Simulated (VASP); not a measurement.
Input of a VASP 6.6.1 run:

Contents of POSCAR:

```
KSr3
1.0
    0.0000000000      4.9357165203      4.9357165203
    4.9357165203      0.0000000000      4.9357165203
    4.9357165203      4.9357165203      0.0000000000
K Sr
1 3
Direct
    0.0000000000      0.0000000000      0.0000000000
    0.2500000000      0.2500000000      0.2500000000
    0.7500000000      0.7500000000      0.7500000000
    0.5000000000      0.5000000000      0.5000000000
```

INCAR.step1

```
SYSTEM = KSr3
  PREC = Accurate
  ENCUT = 520
  ISMEAR = -1
  SIGMA = 0.02
  LREAL = .False.
  LASPH = .True.
  NELM = 60
  NBANDS = 28
  GGA = PE
  ALGO = Normal
  EDIFF = 1E-4
  LWAVE = .True.
  LCHARG = .False.
```

INCAR.step2

```
SYSTEM = KSr3
  PREC = Accurate
  ENCUT = 520
  EDIFF = 1E-6
  ISMEAR = -1
  SIGMA = 0.02
  LREAL = .False.
  LASPH = .True.
  NELM = 60
  ALGO = Normal
  ISIF = 2
  LWAVE = .False.
  LCHARG = .False.
  METAGGA = R2SCAN
  LMIXTAU = .True.
  NBANDS = 28
  ISTART = 1
```

KPOINTS

```
Automatic mesh
0
Gamma
  8 8 8
  0 0 0
```

Potentials or basis: VASP PAW PBE potentials, release 64 (K_sv, Sr_sv).

Command:

```bash
$ cat potpaw_PBE.64/K_sv/POTCAR potpaw_PBE.64/Sr_sv/POTCAR > POTCAR
$ cp INCAR.step1 INCAR
$ mpirun -np 1 vasp_std > vasp.out
$ cp INCAR.step2 INCAR
$ mpirun -np 1 vasp_std > vasp.out
```

Question: Predict the pressure.

Answer: 0.0 GPa.

Caveat: the PAW data sets were made with another functional, which shifts forces and pressure a little.
